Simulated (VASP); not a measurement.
## ZnRe: single point with PBE

The system is ZnRe.

```
CELL_PARAMETERS angstrom
2.74822 0.00000 0.00000
-1.37411 2.38003 0.00000
0.00000 0.00000 4.49407
ATOMIC_POSITIONS crystal
Re 0.33333 0.66667 0.50000
Zn 0.00000 0.00000 0.00000
```

* Program: VASP 6.6.1
* Task: single point
* Functional: PBE
* Potentials or basis: VASP PAW PBE potentials, release 64 (Re_sv_GW, Zn)
* Cutoff: 560 eV
* k mesh: 12 × 12 × 7
* Occupations: methfessel-paxton, width 0.05 eV
* Spin: no spin polarisation

The pressure is -2.0 GPa and the band gap on the k mesh is zero (an odd number of electrons rules out a gap without spin polarisation).

Stress tensor (GPa, compression positive):
```
-2.27  0.00  0.00
 0.00 -2.27  0.00
 0.00  0.00 -1.57
```

Levels at points of the mesh, in eV from the Fermi level:
| k point | band 10 | band 11 | band 12 | band 13 | band 14 | band 15 | band 16 | band 17 | band 18 | band 19 |
| --- | --- | --- | --- | --- | --- | --- | --- | --- | --- | --- |
| (0.00, 0.00, 0.00) | -6.80 | -4.91 | -1.45 | -1.13 | -1.13 | 1.83 | 1.83 | 4.86 | 14.11 | 17.19 |
| (0.50, 0.00, 0.00) | -5.26 | -3.87 | -3.15 | -1.53 | 0.87 | 4.30 | 5.08 | 6.42 | 6.73 | 9.94 |

It took 22 s on 1 thread of Intel(R) Xeon(R) Platinum 8488C (Sapphire Rapids), on a shared host, peak memory 0.2 GiB.

Caveat: spin-orbit coupling is left out, which moves the levels of the heavy elements.
